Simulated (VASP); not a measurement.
A run of VASP 6.6.1 is set up as follows.

Contents of INCAR:

```
PREC     = Accurate       # precision mode
ENCUT    = 520            # plane-wave cutoff, eV
EDIFF    = 1E-7           # SCF threshold, eV
ISMEAR   = 0              # smearing method
SIGMA    = 0.1            # smearing width, eV
LREAL    = False          # projectors in reciprocal space
LASPH    = True           # aspherical terms in the spheres
NELM     = 100            # most SCF steps
ALGO     = Normal         # electronic algorithm
ISIF     = 2              # what is computed and relaxed
LWAVE    = False          # write WAVECAR
LCHARG   = False          # write CHGCAR
GGA      = PS             # functional
NBANDS   = 36             # bands
```

KPOINTS

```
regular mesh
0
Gamma
  12 12 4
```

POSCAR

```
CdTe
1.0
    4.2406028275      0.0000000000      0.0000000000
   -2.1203014137      3.6724697760      0.0000000000
    0.0000000000      0.0000000000     10.3956337206
Cd Te
3 3
Direct
    0.0000000000      0.0000000000      0.0000000000
    0.3333333333      0.6666666667      0.3333333333
    0.6666666667      0.3333333333      0.6666666667
    0.6666666667      0.3333333333      0.1666666667
    0.0000000000      0.0000000000      0.5000000000
    0.3333333333      0.6666666667      0.8333333333
```

Potentials or basis: VASP PAW PBE potentials, release 64 (Cd, Te).

Run with:

```console
$ cat potpaw_PBE.64/Cd/POTCAR potpaw_PBE.64/Te/POTCAR > POTCAR
$ mpirun -np 1 vasp_std > vasp.out
```

Question: Predict the band gap on the k mesh.

Answer: Zero (bands 27 and 28 overlap by 0.90 eV).

Question: Predict the pressure.

Answer: 0.2 GPa.

Caveat: the PAW data sets were made with another functional, which shifts forces and pressure a little; spin-orbit coupling is left out, which moves the levels of the heavy elements.
